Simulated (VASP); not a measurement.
# Sc3C (P6_3/mmc) in VASP: further runs

Runs on Sc3C. Level: PBE. Tasks: single point, relaxation of cell and atoms.

All numbers are computed with VASP 6.6.1; they aren't measurements. Logs are shortened: lines on timing, memory, paths and dates and some standing lists are left out, and cuts for length are marked.

## 1. The cell of the first run

Symmetry: P6_3/mmc, No. 194, hexagonal system. The conventional cell has a = 5.760 Å, b = 5.760 Å, c = 4.624 Å, α = 90.00°, β = 90.00°, γ = 120.00°. Within 3.7 Å of Sc (site symmetry mm2) lie 4 C at 2.85 to 2.88 Å and 8 Sc at 2.85 to 2.89 Å. Within 3.7 Å of C (site symmetry -6m2) lie 12 Sc at 2.85 to 2.88 Å.

## 2. Single point, PBE

INCAR

```
SYSTEM = Sc3C
  PREC = Accurate
  ENCUT = 520
  EDIFF = 1E-6
  ISMEAR = 0
  SIGMA = 0.1
  LREAL = .FALSE.
  LASPH = .TRUE.
  NELM = 80
  ALGO = Normal
  ISIF = 2
  LWAVE = .FALSE.
  LCHARG = .TRUE.
  GGA = PE
  LELF = .TRUE.
  LVHAR = .TRUE.
  NBANDS = 47
```

KPOINTS

```
regular mesh
0
G
  6 6 4
  0 0 0
```

POSCAR

```
Sc3C
1.0
    5.7603666579      0.0000000000      0.0000000000
   -2.8801833290      4.9886238609      0.0000000000
    0.0000000000      0.0000000000      4.6235830233
Sc C
6 2
Direct
    0.8330000000      0.6660000000      0.2500000000
    0.1670000000      0.8330000000      0.7500000000
    0.3340000000      0.1670000000      0.2500000000
    0.1670000000      0.3340000000      0.7500000000
    0.8330000000      0.1670000000      0.2500000000
    0.6660000000      0.8330000000      0.7500000000
    0.3333333333      0.6666666667      0.2500000000
    0.6666666667      0.3333333333      0.7500000000
```

Potentials or basis: VASP PAW PBE potentials, release 64 (Sc_sv, C).

Run with:

```console
$ cat potpaw_PBE.64/Sc_sv/POTCAR potpaw_PBE.64/C/POTCAR > POTCAR
$ mpirun -np 1 vasp_std > vasp.out
```

OUTCAR:

```text
SYSTEM = Sc3C
   PREC = Accurate
   ENCUT = 520
   EDIFF = 1E-6
   ISMEAR = 0
   LREAL = .FALSE.
   LASPH = .TRUE.
   NELM = 80
   ISIF = 2
   GGA = PE

 ion  position               nearest neighbor table
   1  0.833  0.666  0.250-   2 2.85   2 2.85   6 2.85   6 2.85   3 2.87   5 2.87   3 2.89   5 2.89

   2  0.167  0.833  0.750-   1 2.85   1 2.85   3 2.85   3 2.85   6 2.87   4 2.87   6 2.89   4 2.89

   3  0.334  0.167  0.250-   4 2.85   4 2.85   2 2.85   2 2.85   5 2.87   1 2.87   5 2.89   1 2.89

   4  0.167  0.334  0.750-   5 2.85   5 2.85   3 2.85   3 2.85   6 2.87   2 2.87   6 2.89   2 2.89

   5  0.833  0.167  0.250-   4 2.85   4 2.85   6 2.85   6 2.85   3 2.87   1 2.87   3 2.89   1 2.89

   6  0.666  0.833  0.750-   1 2.85   1 2.85   5 2.85   5 2.85   2 2.87   4 2.87   2 2.89   4 2.89

   7  0.333  0.667  0.250-
   8  0.667  0.333  0.750-

  LATTYP: Found a hexagonal cell.
 ALAT       =     5.7603666579
 C/A-ratio  =     0.8026542923

  Lattice vectors:

 A1 = (   5.7603666579,   0.0000000000,   0.0000000000)
 A2 = (  -2.8801833290,   4.9886238609,   0.0000000000)
 A3 = (   0.0000000000,   0.0000000000,   4.6235830233)

Analysis of symmetry for initial positions (statically):
=====================================================================
 Subroutine PRICEL returns:
 Original cell was already a primitive cell.

 Routine SETGRP: Setting up the symmetry group for a
 hexagonal supercell.

 Subroutine GETGRP returns: Found 24 space group operations
 (whereof 12 operations were pure point group operations)
 out of a pool of 24 trial point group operations.

The static configuration has the point symmetry D_3d.
 The point group associated with its full space group is D_6h.

Analysis of symmetry for dynamics (positions and initial velocities):
=====================================================================
 Subroutine PRICEL returns:
 Original cell was already a primitive cell.

 Routine SETGRP: Setting up the symmetry group for a
 hexagonal supercell.

 Subroutine GETGRP returns: Found 24 space group operations
 (whereof 12 operations were pure point group operations)
 out of a pool of 24 trial point group operations.

The dynamic configuration has the point symmetry D_3d.
 The point group associated with its full space group is D_6h.

 Subroutine INISYM returns: Found 24 space group operations
 (whereof 12 operations are pure point group operations),
 and found     1 'primitive' translations

----------------------------------------------------------------------------------------

                                     Primitive cell

  volume of cell :     132.8647

  direct lattice vectors                    reciprocal lattice vectors
     5.760366658  0.000000000  0.000000000     0.173600060  0.100228042  0.000000000
    -2.880183329  4.988623861  0.000000000     0.000000000  0.200456083  0.000000000
     0.000000000  0.000000000  4.623583023     0.000000000  0.000000000  0.216282479

  length of vectors
     5.760366658  5.760366658  4.623583023     0.200456083  0.200456083  0.216282479

  position of ions in fractional coordinates (direct lattice)
     0.833000000  0.666000000  0.250000000
     0.167000000  0.833000000  0.750000000
     0.334000000  0.167000000  0.250000000
     0.167000000  0.334000000  0.750000000
     0.833000000  0.167000000  0.250000000
     0.666000000  0.833000000  0.750000000
     0.333333333  0.666666667  0.250000000
     0.666666667  0.333333333  0.750000000

  ion indices of the primitive-cell ions
   primitive index   ion index
                 1           1
                 2           2
                 3           3
                 4           4
                 5           5
                 6           6
                 7           7
                 8           8

----------------------------------------------------------------------------------------

 KPOINTS: regular mesh

Automatic generation of k-mesh.
 Grid dimensions read from file:
 generate k-points for:    6    6    4

 Generating k-lattice:

  Cartesian coordinates                     Fractional coordinates (reciprocal lattice)
     0.028933343  0.016704674  0.000000000     0.166666667  0.000000000  0.000000000
     0.000000000  0.033409347  0.000000000     0.000000000  0.166666667  0.000000000
     0.000000000  0.000000000  0.054070620     0.000000000  0.000000000  0.250000000

  Length of vectors
     0.033409347  0.033409347  0.054070620

  Shift w.r.t. Gamma in fractional coordinates (k-lattice)
     0.000000000  0.000000000  0.000000000

 Subroutine IBZKPT returns following result:
 ===========================================

 Found     21 irreducible k-points:

 Following reciprocal coordinates:
            Coordinates               Weight
  0.000000  0.000000  0.000000      1.000000
  0.166667 -0.000000  0.000000      6.000000
  0.333333 -0.000000  0.000000      6.000000
  0.500000  0.000000  0.000000      3.000000
  0.166667  0.166667  0.000000      6.000000
  0.333333  0.166667  0.000000     12.000000
[... 13 lines left out ...]
  0.333333  0.166667  0.500000     12.000000
  0.333333  0.333333  0.500000      2.000000
   k-points           NKPTS =     21   k-points in BZ     NKDIM =     21   number of bands    NBANDS=     47
   number of dos      NEDOS =    301   number of ions     NIONS =      8
   total plane-waves  NPLWV =  82944
   dimension x,y,z NGX =    48 NGY =   48 NGZ =   36
   dimension x,y,z NGXF=    96 NGYF=   96 NGZF=   72
   ions per type =               6   2
   NGX,Y,Z   is equivalent  to a cutoff of  13.85, 13.85, 12.94 a.u.
   NGXF,Y,Z  is equivalent  to a cutoff of  27.71, 27.71, 25.89 a.u.
 SYSTEM =  Sc3C
   PREC   = accura    normal or accurate (medium, high low for compatibility)
   ISTART =      0    job   : 0-new  1-cont  2-samecut
   ICHARG =      2    charge: 1-file 2-atom 10-const
   ISPIN  =      1    spin polarized calculation?
   LNONCOLLINEAR =      F non collinear calculations
   LSORBIT =      F    spin-orbit coupling
   LASPH  =      T    aspherical Exc in radial PAW
   ENCUT  =  520.0 eV  38.22 Ry    6.18 a.u.  10.71 10.71  8.60*2*pi/ulx,y,z
   NELM   =     80;   NELMIN=  2; NELMDL= -5     # of ELM steps
   EDIFF  = 0.1E-05   stopping-criterion for ELM
   LREAL  =      F    real-space projection
   EDIFFG = 0.1E-04   stopping-criterion for IOM
   NSW    =      0    number of steps for IOM
   IBRION =     -1    ionic relax: 0-MD 1-quasi-New 2-CG
   NFREE  =      0    steps in history (QN), initial steepest desc. (CG)
   ISIF   =      2    stress and relaxation
   ISYM   =      2    0-nonsym 1-usesym 2-fastsym
   POTIM  = 0.5000    time-step for ionic-motion
   TEBEG  =    0.0;   TEEND  =   0.0 temperature during run
   PSTRESS=    0.0 pullay stress
   NELECT =      74.0000    total number of electrons
   NUPDOWN=      -1.0000    fix difference up-down
   EMIN   =  10.00;   EMAX   =-10.00  energy-range for DOS
   EFERMI =   0.00;   METHOD = LEGACY
   ISMEAR =     0;   SIGMA  =   0.10  broadening in eV -4-tet -1-fermi 0-gaus
   EFERMI_NEDOS =   21; number of points for ismear=-14 and -15
   IALGO  =     38    algorithm
   IMIX   =      4    mixing-type and parameters
     AMIX     =   0.40;   BMIX     =  1.00
     AMIX_MAG =   1.60;   BMIX_MAG =  1.00
  volume/ion in A,a.u.               =      16.61       112.08
  Fermi-wavevector in a.u.,A,eV,Ry     =   1.346942  2.545351 24.684406  1.814253
  Thomas-Fermi vector in A             =   2.474733
   LORBIT       =      0    0 simple, 1 ext, 2 COOP (PROOUT), +10 PAW based schemes
   GGA     = PE    functional components
   LHFCALC =     F    Hartree Fock is set to
   AEXX    =    0.0000 exact exchange contribution
   IVDW    =     0    specifies the selected vdW correction
   LEPSILON=     F    determine dielectric tensor
   LRPA    =     F    only Hartree local field effects (RPA)
 non-spin polarized calculation
 Gauss-broadening in eV      SIGMA  =   0.10
  energy-cutoff  :      520.00
  volume of cell :      132.86
 maximum number of plane-waves:      3605
 NGX is ok and might be reduce to    48
   NGX = 21   NGY = 21   NGZ = 17

 number of electron      73.9999981 magnetization

 Free energy of the ion-electron system (eV)
  ---------------------------------------------------
  ext. energy  EPLUGINS =         0.00000000
  ---------------------------------------------------
  free energy    TOTEN  =       -50.48745978 eV

  energy without entropy =      -50.40017723  energy(sigma->0) =      -50.44381850

 E-fermi :   5.4022     XC(G=0): -10.9728

 val. band max:        5.3989804349   @ k =   0.3333   0.1667   0.2500
 cond. band min:       5.4116017531   @ k =   0.1667   0.1667   0.2500
 fundamental gap:      0.0126213182
 Fermi energy:         5.4022111399

 k-point     1 :       0.0000    0.0000    0.0000
  band No.  band energies     occupation
      1     -43.8957      2.00000
      2     -43.7130      2.00000
      3     -43.7130      2.00000
      4     -43.6969      2.00000
      5     -43.6180      2.00000
      6     -43.6180      2.00000
[... 39 lines left out ...]
     46       7.2908      0.00000
     47       7.5897      0.00000

 k-point     2 :       0.1667   -0.0000    0.0000
  band No.  band energies     occupation
      1     -43.8857      2.00000
      2     -43.7244      2.00000
      3     -43.7133      2.00000
      4     -43.6930      2.00000
      5     -43.6207      2.00000
      6     -43.6176      2.00000
[... 39 lines left out ...]
     46       7.3864      0.00000
     47       7.5555      0.00000

 k-point     3 :       0.3333   -0.0000    0.0000
  band No.  band energies     occupation
      1     -43.8598      2.00000
      2     -43.7545      2.00000
      3     -43.7141      2.00000
      4     -43.6814      2.00000
      5     -43.6291      2.00000
      6     -43.6170      2.00000
[... 889 lines left out ...]
     46       7.4766      0.00000
     47       7.9568      0.00000

 k-point    21 :       0.3333    0.3333    0.5000
  band No.  band energies     occupation
      1     -43.7326      2.00000
      2     -43.7326      2.00000
      3     -43.7307      2.00000
      4     -43.7307      2.00000
      5     -43.6656      2.00000
      6     -43.6656      2.00000
[... 39 lines left out ...]
     46       7.0068      0.00000
     47       7.9709      0.00000

------------------------ aborting loop because EDIFF is reached ----------------------------------------

  FORCE on cell =-STRESS in cart. coord.  units (eV):
  Direction    XX          YY          ZZ          XY          YZ          ZX
  --------------------------------------------------------------------------------------
  -------------------------------------------------------------------------------------
  Total       -0.4013501     -0.4013501      1.0530342      0.0000000     -0.0000000      0.0000000
  in kB       -4.8397670     -4.8397670     12.6982394      0.0000000     -0.0000000      0.0000000
  external PRESSURE =       1.0062351 kB  Pullay stress =       0.0000000 kB

 VOLUME and BASIS-vectors are now :
 -----------------------------------------------------------------------------
  energy-cutoff  :      520.00
  volume of cell :      132.86
      direct lattice vectors                 reciprocal lattice vectors
     5.760366658  0.000000000  0.000000000     0.173600060  0.100228042  0.000000000
    -2.880183329  4.988623861  0.000000000     0.000000000  0.200456083  0.000000000
     0.000000000  0.000000000  4.623583023     0.000000000  0.000000000  0.216282479

 POSITION                                       TOTAL-FORCE (eV/Angst)
 -----------------------------------------------------------------------------------
      2.88018      3.32242      1.15590         0.000000     -1.798274      0.000000
     -1.43721      4.15552      3.46769         1.557351     -0.899137      0.000000
      1.44297      0.83310      1.15590         1.557351      0.899137      0.000000
     -0.00000      1.66620      3.46769        -0.000000      1.798274     -0.000000
      4.31739      0.83310      1.15590        -1.557351      0.899137     -0.000000
      1.43721      4.15552      3.46769        -1.557351     -0.899137      0.000000
     -0.00000      3.32575      1.15590         0.000000     -0.000000      0.000000
      2.88018      1.66287      3.46769         0.000000     -0.000000      0.000000
 -----------------------------------------------------------------------------------
    total drift:                               -0.000000      0.000000     -0.000000

  FREE ENERGIE OF THE ION-ELECTRON SYSTEM (eV)
  ---------------------------------------------------
  free  energy   TOTEN  =       -50.4874597782 eV

  energy  without entropy=      -50.4001772253  energy(sigma->0) =      -50.44381850
```

Run time: 4.9 min. Hardware: 1 thread of Intel Xeon 8259CL, shared host; peak memory 0.32 GiB.

What came out:

```
Free energy            : -50.4875 eV
Pressure               : 0.1 GPa
Largest force          : 1.798 eV/Å
Band gap on the k mesh : zero (bands 37 and 38 overlap by 1.10 eV)
```

Forces in eV/Å, atoms in the order of the input:
```
Sc   0.000 -1.798  0.000
Sc   1.557 -0.899  0.000
Sc   1.557  0.899  0.000
Sc   0.000  1.798  0.000
Sc  -1.557  0.899  0.000
Sc  -1.557 -0.899  0.000
C    0.000  0.000  0.000
C    0.000  0.000  0.000
```

Caveat: forces of over 1 eV/Å act on the atoms, so gaps and moduli don't describe the material at rest.

(Part 1 of 2 ends here.)

The gap in the log of VASP goes by the Fermi energy; the results here count the filled bands.